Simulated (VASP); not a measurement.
Crystal: SiNi.

```
Ni Si
1.0
     2.92302    0.00000    0.00000
     0.00000    3.25831    0.00000
     0.00000    0.00000    4.64605
Ni Si
2 2
Direct
  0.50000 0.50000 0.34250
  0.00000 0.00000 0.65750
  0.50000 0.50000 0.84314
  0.00000 0.00000 0.15686
```

Base run:

* Program: VASP 6.6.1
* Functional: BLYP
* Potentials or basis: VASP PAW PBE potentials, release 64 (Ni, Si)
* Cutoff: 520 eV
* k mesh: 9 × 8 × 6
* Occupations: fermi-dirac, width 0.05 eV
* Spin: collinear spin, ferromagnetic start
* Starting moments: [1.0, 1.0, 0.0, 0.0] μB

Its results: band gap on the k mesh zero (filled and empty bands overlap); pressure 21.0 GPa; net moment 0.00 μB per cell; largest force 0.096 eV/Å.

The run is repeated on the same cell with these changes: functional from BLYP to LDA; potentials or basis from VASP PAW PBE potentials, release 64 (Ni, Si) to VASP PAW LDA potentials, release 64 (Ni, Si). What comes out?

Band gap on the k mesh zero (filled and empty bands overlap); pressure -0.5 GPa; net moment 0.00 μB per cell; largest force 0.203 eV/Å.

Caveats: the PAW data sets were made with another functional, which shifts forces and pressure a little (some runs).
